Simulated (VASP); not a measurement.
# AlAs (F-43m) in VASP: notebook

AlAs is run at these levels: PBE; tasks: single point.

Everything below comes from runs of VASP 6.6.1. Logs are shortened: lines on timing, memory, paths and dates and some standing lists are left out, and cuts for length are marked.

## (1) The cell of the first run

It takes space group F-43m (No. 216, cubic). The conventional cell has a = 5.451 Å, b = 5.451 Å, c = 5.451 Å, α = 90.00°, β = 90.00°, γ = 90.00°. Al (site symmetry -43m) has 4 As at 2.36 Å within 3.1 Å. As (site symmetry -43m) has 4 Al at 2.36 Å within 3.1 Å.

## (2) Single point, PBE (strain -4.0%)

Input file INCAR:

```
SYSTEM = AlAs
ALGO = Normal
EDIFF = 1E-6
ENCUT = 500
GGA = PE
GGA_COMPAT = .FALSE.
ISIF = 2
ISMEAR = 0
LASPH = .TRUE.
LCHARG = .FALSE.
LREAL = .FALSE.
LWAVE = .FALSE.
NBANDS = 11
NELM = 120
PREC = Accurate
SIGMA = 0.01
```

Input file KPOINTS:

```
k-points
0
G
  4 4 4
  0 0 0
```

Input file POSCAR:

```
AlAs
1.0
    0.0000000000      2.7253676522      2.7253676522
    2.7253676522      0.0000000000      2.7253676522
    2.7253676522      2.7253676522      0.0000000000
Al As
1 1
Direct
    0.0000000000      0.0000000000      0.0000000000
    0.2500000000      0.2500000000      0.2500000000
```

Potentials or basis: VASP PAW PBE potentials, release 64 (Al, As).

Command:

```
> cat potpaw_PBE.64/Al/POTCAR potpaw_PBE.64/As/POTCAR > POTCAR
> mpirun -np 1 vasp_std > vasp.out
```

OUTCAR:

```text
SYSTEM = AlAs
   EDIFF = 1E-6
   ENCUT = 500
   GGA = PE
   ISIF = 2
   ISMEAR = 0
   LASPH = .TRUE.
   LREAL = .FALSE.
   NELM = 120
   PREC = Accurate

 ion  position               nearest neighbor table
   1  0.000  0.000  0.000-   2 2.36   2 2.36   2 2.36   2 2.36
   2  0.250  0.250  0.250-   1 2.36   1 2.36   1 2.36   1 2.36

  LATTYP: Found a face centered cubic cell.
 ALAT       =     5.4507353044

  Lattice vectors:

 A1 = (   0.0000000000,   2.7253676522,   2.7253676522)
 A2 = (   2.7253676522,   0.0000000000,   2.7253676522)
 A3 = (   2.7253676522,   2.7253676522,   0.0000000000)

Analysis of symmetry for initial positions (statically):
=====================================================================
 Subroutine PRICEL returns:
 Original cell was already a primitive cell.

 Routine SETGRP: Setting up the symmetry group for a
 face centered cubic supercell.

 Subroutine GETGRP returns: Found 24 space group operations
 (whereof 24 operations were pure point group operations)
 out of a pool of 48 trial point group operations.

The static configuration has the point symmetry T_d .

Analysis of symmetry for dynamics (positions and initial velocities):
=====================================================================
 Subroutine PRICEL returns:
 Original cell was already a primitive cell.

 Routine SETGRP: Setting up the symmetry group for a
 face centered cubic supercell.

 Subroutine GETGRP returns: Found 24 space group operations
 (whereof 24 operations were pure point group operations)
 out of a pool of 48 trial point group operations.

The dynamic configuration has the point symmetry T_d .

 Subroutine INISYM returns: Found 24 space group operations
 (whereof 24 operations are pure point group operations),
 and found     1 'primitive' translations

----------------------------------------------------------------------------------------

                                     Primitive cell

  volume of cell :      40.4860

  direct lattice vectors                    reciprocal lattice vectors
     0.000000000  2.725367652  2.725367652    -0.183461486  0.183461486  0.183461486
     2.725367652  0.000000000  2.725367652     0.183461486 -0.183461486  0.183461486
     2.725367652  2.725367652  0.000000000     0.183461486  0.183461486 -0.183461486

  length of vectors
     3.854251896  3.854251896  3.854251896     0.317764615  0.317764615  0.317764615

  position of ions in fractional coordinates (direct lattice)
     0.000000000  0.000000000  0.000000000
     0.250000000  0.250000000  0.250000000

  ion indices of the primitive-cell ions
   primitive index   ion index
                 1           1
                 2           2

----------------------------------------------------------------------------------------

 KPOINTS: k-points

Automatic generation of k-mesh.
 Grid dimensions read from file:
 generate k-points for:    4    4    4

 Generating k-lattice:

  Cartesian coordinates                     Fractional coordinates (reciprocal lattice)
    -0.045865372  0.045865372  0.045865372     0.250000000  0.000000000  0.000000000
     0.045865372 -0.045865372  0.045865372     0.000000000  0.250000000  0.000000000
     0.045865372  0.045865372 -0.045865372     0.000000000  0.000000000  0.250000000

  Length of vectors
     0.079441154  0.079441154  0.079441154

  Shift w.r.t. Gamma in fractional coordinates (k-lattice)
     0.000000000  0.000000000  0.000000000

 Subroutine IBZKPT returns following result:
 ===========================================

 Found      8 irreducible k-points:

 Following reciprocal coordinates:
            Coordinates               Weight
  0.000000  0.000000  0.000000      1.000000
  0.250000  0.000000  0.000000      8.000000
  0.500000  0.000000  0.000000      4.000000
  0.250000  0.250000  0.000000      6.000000
  0.500000  0.250000  0.000000     24.000000
 -0.250000  0.250000  0.000000     12.000000
  0.500000  0.500000  0.000000      3.000000
 -0.250000  0.500000  0.250000      6.000000
   k-points           NKPTS =      8   k-points in BZ     NKDIM =      8   number of bands    NBANDS=     11
   number of dos      NEDOS =    301   number of ions     NIONS =      2
   total plane-waves  NPLWV =  21952
   dimension x,y,z NGX =    28 NGY =   28 NGZ =   28
   dimension x,y,z NGXF=    56 NGYF=   56 NGZF=   56
   ions per type =               1   1
   NGX,Y,Z   is equivalent  to a cutoff of  12.08, 12.08, 12.08 a.u.
   NGXF,Y,Z  is equivalent  to a cutoff of  24.15, 24.15, 24.15 a.u.
 SYSTEM =  AlAs
   PREC   = accura    normal or accurate (medium, high low for compatibility)
   ISTART =      0    job   : 0-new  1-cont  2-samecut
   ICHARG =      2    charge: 1-file 2-atom 10-const
   ISPIN  =      1    spin polarized calculation?
   LNONCOLLINEAR =      F non collinear calculations
   LSORBIT =      F    spin-orbit coupling
   LASPH  =      T    aspherical Exc in radial PAW
   ENCUT  =  500.0 eV  36.75 Ry    6.06 a.u.   7.03  7.03  7.03*2*pi/ulx,y,z
   NELM   =    120;   NELMIN=  2; NELMDL= -5     # of ELM steps
   EDIFF  = 0.1E-05   stopping-criterion for ELM
   LREAL  =      F    real-space projection
   EDIFFG = 0.1E-04   stopping-criterion for IOM
   NSW    =      0    number of steps for IOM
   IBRION =     -1    ionic relax: 0-MD 1-quasi-New 2-CG
   NFREE  =      0    steps in history (QN), initial steepest desc. (CG)
   ISIF   =      2    stress and relaxation
   ISYM   =      2    0-nonsym 1-usesym 2-fastsym
   POTIM  = 0.5000    time-step for ionic-motion
   TEBEG  =    0.0;   TEEND  =   0.0 temperature during run
   PSTRESS=    0.0 pullay stress
   NELECT =       8.0000    total number of electrons
   NUPDOWN=      -1.0000    fix difference up-down
   EMIN   =  10.00;   EMAX   =-10.00  energy-range for DOS
   EFERMI =   0.00;   METHOD = LEGACY
   ISMEAR =     0;   SIGMA  =   0.01  broadening in eV -4-tet -1-fermi 0-gaus
   EFERMI_NEDOS =   21; number of points for ismear=-14 and -15
   IALGO  =     38    algorithm
   IMIX   =      4    mixing-type and parameters
     AMIX     =   0.40;   BMIX     =  1.00
     AMIX_MAG =   1.60;   BMIX_MAG =  1.00
  volume/ion in A,a.u.               =      20.24       136.61
  Fermi-wavevector in a.u.,A,eV,Ry     =   0.953534  1.801919 12.370798  0.909228
  Thomas-Fermi vector in A             =   2.082198
   LORBIT       =      0    0 simple, 1 ext, 2 COOP (PROOUT), +10 PAW based schemes
   GGA     = PE    functional components
   LHFCALC =     F    Hartree Fock is set to
   AEXX    =    0.0000 exact exchange contribution
   IVDW    =     0    specifies the selected vdW correction
   LEPSILON=     F    determine dielectric tensor
   LRPA    =     F    only Hartree local field effects (RPA)
 non-spin polarized calculation
 Gauss-broadening in eV      SIGMA  =   0.01
  energy-cutoff  :      500.00
  volume of cell :       40.49
 maximum number of plane-waves:      1056
   NGX = 13   NGY = 13   NGZ = 13

 number of electron       8.0000001 magnetization

 Free energy of the ion-electron system (eV)
  ---------------------------------------------------
  ext. energy  EPLUGINS =         0.00000000
  ---------------------------------------------------
  free energy    TOTEN  =        -9.00605399 eV

  energy without entropy =       -9.00605399  energy(sigma->0) =       -9.00605399

 E-fermi :   5.0606     XC(G=0):  -9.4710

 val. band max:        4.9500175408   @ k =   0.0000   0.0000   0.0000
 cond. band min:       6.1377936871   @ k =   0.5000   0.5000   0.0000
 fundamental gap:      1.1877761462
 Fermi energy:         5.0606373604

 k-point     1 :       0.0000    0.0000    0.0000
  band No.  band energies     occupation
      1      -7.5980      2.00000
      2       4.9500      2.00000
      3       4.9500      2.00000
      4       4.9500      2.00000
      5       7.9403      0.00000
      6       9.4056      0.00000
      7       9.4056      0.00000
      8       9.4056      0.00000
      9      14.1571      0.00000
     10      14.1571      0.00000
     11      14.4491      0.00000

 k-point     2 :       0.2500    0.0000    0.0000
  band No.  band energies     occupation
      1      -6.9246      2.00000
      2       1.3298      2.00000
      3       4.4165      2.00000
      4       4.4165      2.00000
      5       8.0348      0.00000
      6      10.0427      0.00000
      7      10.0427      0.00000
      8      12.1137      0.00000
      9      13.4118      0.00000
     10      13.4118      0.00000
     11      14.6961      0.00000

 k-point     3 :       0.5000    0.0000    0.0000
  band No.  band energies     occupation
      1      -5.8900      2.00000
      2      -1.1800      2.00000
      3       4.0390      2.00000
      4       4.0390      2.00000
      5       7.5162      0.00000
      6       9.6706      0.00000
      7       9.6706      0.00000
      8      12.8722      0.00000
      9      16.9881      0.00000
     10      16.9881      0.00000
     11      17.1341      0.00000

 k-point     4 :       0.2500    0.2500    0.0000
  band No.  band energies     occupation
      1      -6.6924      2.00000
      2       1.6506      2.00000
      3       3.4236      2.00000
      4       3.4236      2.00000
      5       7.5241      0.00000
      6       8.8826      0.00000
      7      12.2492      0.00000
      8      12.2492      0.00000
      9      13.1895      0.00000
     10      15.3314      0.00000
     11      18.1088      0.00000

 k-point     5 :       0.5000    0.2500    0.0000
  band No.  band energies     occupation
      1      -5.6201      2.00000
      2      -0.4995      2.00000
      3       1.8778      2.00000
      4       3.1282      2.00000
      5       7.4593      0.00000
      6      10.3758      0.00000
      7      11.8811      0.00000
      8      12.1971      0.00000
      9      16.0198      0.00000
     10      16.9237      0.00000
     11      18.6330      0.00000

 k-point     6 :      -0.2500    0.2500    0.0000
  band No.  band energies     occupation
      1      -6.0078      2.00000
      2       0.0888      2.00000
      3       1.6936      2.00000
      4       3.9473      2.00000
      5       8.5049      0.00000
      6      11.0985      0.00000
      7      11.1320      0.00000
      8      11.8525      0.00000
      9      12.6934      0.00000
     10      15.9090      0.00000
     11      18.0971      0.00000

 k-point     7 :       0.5000    0.5000    0.0000
  band No.  band energies     occupation
      1      -5.2184      2.00000
      2      -0.9221      2.00000
      3       2.4998      2.00000
      4       2.4998      2.00000
      5       6.1378      0.00000
      6       7.2089      0.00000
      7      16.1491      0.00000
      8      16.1491      0.00000
      9      18.0532      0.00000
     10      18.1926      0.00000
     11      18.1926      0.00000

 k-point     8 :      -0.2500    0.5000    0.2500
  band No.  band energies     occupation
      1      -5.1714      2.00000
      2      -0.4812      2.00000
      3       1.2974      2.00000
      4       1.7061      2.00000
      5       9.2934      0.00000
      6      11.0414      0.00000
      7      11.1123      0.00000
      8      11.1611      0.00000
      9      16.3649      0.00000
     10      18.1172      0.00000
     11      18.4037      0.00000

------------------------ aborting loop because EDIFF is reached ----------------------------------------

  FORCE on cell =-STRESS in cart. coord.  units (eV):
  Direction    XX          YY          ZZ          XY          YZ          ZX
  --------------------------------------------------------------------------------------
  -------------------------------------------------------------------------------------
  Total        3.6770771      3.6770771      3.6770771      0.0000000      0.0000000      0.0000000
  in kB      145.5150892    145.5150892    145.5150892      0.0000000      0.0000000      0.0000000
  external PRESSURE =     145.5150892 kB  Pullay stress =       0.0000000 kB

 VOLUME and BASIS-vectors are now :
 -----------------------------------------------------------------------------
  energy-cutoff  :      500.00
  volume of cell :       40.49
      direct lattice vectors                 reciprocal lattice vectors
     0.000000000  2.725367652  2.725367652    -0.183461486  0.183461486  0.183461486
     2.725367652  0.000000000  2.725367652     0.183461486 -0.183461486  0.183461486
     2.725367652  2.725367652  0.000000000     0.183461486  0.183461486 -0.183461486

 POSITION                                       TOTAL-FORCE (eV/Angst)
 -----------------------------------------------------------------------------------
      0.00000      0.00000      0.00000        -0.000000     -0.000000     -0.000000
      1.36268      1.36268      1.36268         0.000000      0.000000      0.000000
 -----------------------------------------------------------------------------------
    total drift:                                0.000000      0.000000      0.000000

  FREE ENERGIE OF THE ION-ELECTRON SYSTEM (eV)
  ---------------------------------------------------
  free  energy   TOTEN  =        -9.0060539901 eV

  energy  without entropy=       -9.0060539901  energy(sigma->0) =       -9.00605399
```

It took 2.5 s on 1 thread of Intel Xeon 6975P-C (Granite Rapids), shared host; peak memory 0.14 GiB.

Results:

- Free energy: -9.0061 eV
- Pressure: 14.6 GPa
- Band gap on the k mesh: 1.19 eV, indirect (least direct gap 2.99 eV)

Caveat: the k points lie up to 0.50 Å⁻¹ apart; the cell differs from its parent crystal (strain -4.0%). A k mesh can miss the band edges.

## (3) Single point, PBE (strain -3.0%)

Input file INCAR:

```
PREC = Accurate
ENCUT = 500
EDIFF = 1E-6
ISMEAR = 0
SIGMA = 0.01
LREAL = F
LASPH = T
NELM = 120
ALGO = Normal
ISIF = 2
LWAVE = F
LCHARG = F
GGA = PE
NBANDS = 11
GGA_COMPAT = F
```

Input file KPOINTS:

```
Automatic mesh
0
Gamma
  4 4 4
```

Input file POSCAR:

```
AlAs
1.0
    0.0000000000      2.7537568985      2.7537568985
    2.7537568985      0.0000000000      2.7537568985
    2.7537568985      2.7537568985      0.0000000000
Al As
1 1
Direct
    0.0000000000      0.0000000000      0.0000000000
    0.2500000000      0.2500000000      0.2500000000
```

Potentials or basis: VASP PAW PBE potentials, release 64 (Al, As).

Command:

```
> cat potpaw_PBE.64/Al/POTCAR potpaw_PBE.64/As/POTCAR > POTCAR
> mpirun -np 1 vasp_std > vasp.out
```

OUTCAR:

```text
PREC = Accurate
   ENCUT = 500
   EDIFF = 1E-6
   ISMEAR = 0
   LREAL = F
   LASPH = T
   NELM = 120
   ISIF = 2
   GGA = PE

 ion  position               nearest neighbor table
   1  0.000  0.000  0.000-   2 2.38   2 2.38   2 2.38   2 2.38
   2  0.250  0.250  0.250-   1 2.38   1 2.38   1 2.38   1 2.38

  LATTYP: Found a face centered cubic cell.
 ALAT       =     5.5075137970

  Lattice vectors:

 A1 = (   0.0000000000,   2.7537568985,   2.7537568985)
 A2 = (   2.7537568985,   0.0000000000,   2.7537568985)
 A3 = (   2.7537568985,   2.7537568985,   0.0000000000)

Analysis of symmetry for initial positions (statically):
=====================================================================
 Subroutine PRICEL returns:
 Original cell was already a primitive cell.

 Routine SETGRP: Setting up the symmetry group for a
 face centered cubic supercell.

 Subroutine GETGRP returns: Found 24 space group operations
 (whereof 24 operations were pure point group operations)
 out of a pool of 48 trial point group operations.

The static configuration has the point symmetry T_d .

Analysis of symmetry for dynamics (positions and initial velocities):
[... 153 lines left out ...]
      3       4.6590      2.00000
      4       4.6590      2.00000
      5       7.3876      0.00000
      6       9.0605      0.00000
      7       9.0605      0.00000
      8       9.0605      0.00000
      9      13.8057      0.00000
     10      13.8057      0.00000
     11      13.9752      0.00000
[... 85 lines left out ...]
 k-point     8 :      -0.2500    0.5000    0.2500
  band No.  band energies     occupation
      1      -5.3837      2.00000
      2      -0.6810      2.00000
      3       1.1389      2.00000
      4       1.5307      2.00000
      5       8.9952      0.00000
      6      10.6398      0.00000
      7      10.7124      0.00000
      8      10.7856      0.00000
      9      15.8491      0.00000
     10      17.5789      0.00000
     11      17.8643      0.00000

------------------------ aborting loop because EDIFF is reached ----------------------------------------

  FORCE on cell =-STRESS in cart. coord.  units (eV):
  Direction    XX          YY          ZZ          XY          YZ          ZX
  --------------------------------------------------------------------------------------
  -------------------------------------------------------------------------------------
  Total        2.8417123      2.8417123      2.8417123      0.0000000      0.0000000      0.0000000
  in kB      109.0144087    109.0144087    109.0144087      0.0000000      0.0000000      0.0000000
  external PRESSURE =     109.0144087 kB  Pullay stress =       0.0000000 kB

 VOLUME and BASIS-vectors are now :
 -----------------------------------------------------------------------------
  energy-cutoff  :      500.00
  volume of cell :       41.76
      direct lattice vectors                 reciprocal lattice vectors
     0.000000000  2.753756898  2.753756898    -0.181570131  0.181570131  0.181570131
     2.753756898  0.000000000  2.753756898     0.181570131 -0.181570131  0.181570131
     2.753756898  2.753756898  0.000000000     0.181570131  0.181570131 -0.181570131

 POSITION                                       TOTAL-FORCE (eV/Angst)
 -----------------------------------------------------------------------------------
      0.00000      0.00000      0.00000         0.000000      0.000000      0.000000
      1.37688      1.37688      1.37688        -0.000000     -0.000000     -0.000000
 -----------------------------------------------------------------------------------
    total drift:                                0.000000      0.000000      0.000000

  FREE ENERGIE OF THE ION-ELECTRON SYSTEM (eV)
  ---------------------------------------------------
  free  energy   TOTEN  =        -9.1072674098 eV

  energy  without entropy=       -9.1072674098  energy(sigma->0) =       -9.10726741
```

OSZICAR:

```text
N       E                     dE             d eps       ncg     rms          rms(c)
DAV:   1     0.158085250123E+02    0.15809E+02   -0.32416E+03   176   0.553E+02
DAV:   2    -0.833388248466E+01   -0.24142E+02   -0.23166E+02   224   0.843E+01
DAV:   3    -0.937033881683E+01   -0.10365E+01   -0.10352E+01   234   0.181E+01
DAV:   4    -0.937863726868E+01   -0.82985E-02   -0.82980E-02   194   0.193E+00
DAV:   5    -0.937879619044E+01   -0.15892E-03   -0.15892E-03   220   0.262E-01    0.355E+00
DAV:   6    -0.915258871073E+01    0.22621E+00   -0.34461E-01   185   0.222E+00    0.209E+00
DAV:   7    -0.910593580335E+01    0.46653E-01   -0.20819E-01   206   0.185E+00    0.733E-01
DAV:   8    -0.910697865975E+01   -0.10429E-02   -0.12837E-02   185   0.558E-01    0.112E-01
DAV:   9    -0.910713433386E+01   -0.15567E-03   -0.40419E-04   214   0.118E-01    0.591E-02
DAV:  10    -0.910726286511E+01   -0.12853E-03   -0.15949E-04   185   0.689E-02    0.794E-03
DAV:  11    -0.910726776409E+01   -0.48990E-05   -0.16487E-05   228   0.195E-02    0.735E-03
DAV:  12    -0.910726740985E+01    0.35424E-06   -0.19407E-06   197   0.654E-03
   1 F= -.91072674E+01 E0= -.91072674E+01  d E =-.206742E-11
```

stdout:

```text
POSCAR found type information on POSCAR AlAs
 POSCAR found :  2 types and       2 ions
 scaLAPACK will be used
 LDA part: xc-table for (Slater+PW92), standard interpolation
 POSCAR, INCAR and KPOINTS ok, starting setup
 FFT: planning ... GRIDC
 FFT: planning ... GRID_SOFT
 FFT: planning ... GRID
 WAVECAR not read
 entering main loop
```

Run time: 2.5 s. Hardware: 1 thread of Intel Xeon 6975P-C (Granite Rapids), shared host; peak memory 0.15 GiB.

What came out:

- Free energy: -9.1073 eV
- Pressure: 10.9 GPa
- Band gap on the k mesh: 1.25 eV, indirect (least direct gap 2.73 eV)

Caveat: the k points lie up to 0.49 Å⁻¹ apart; the cell differs from its parent crystal (strain -3.0%).
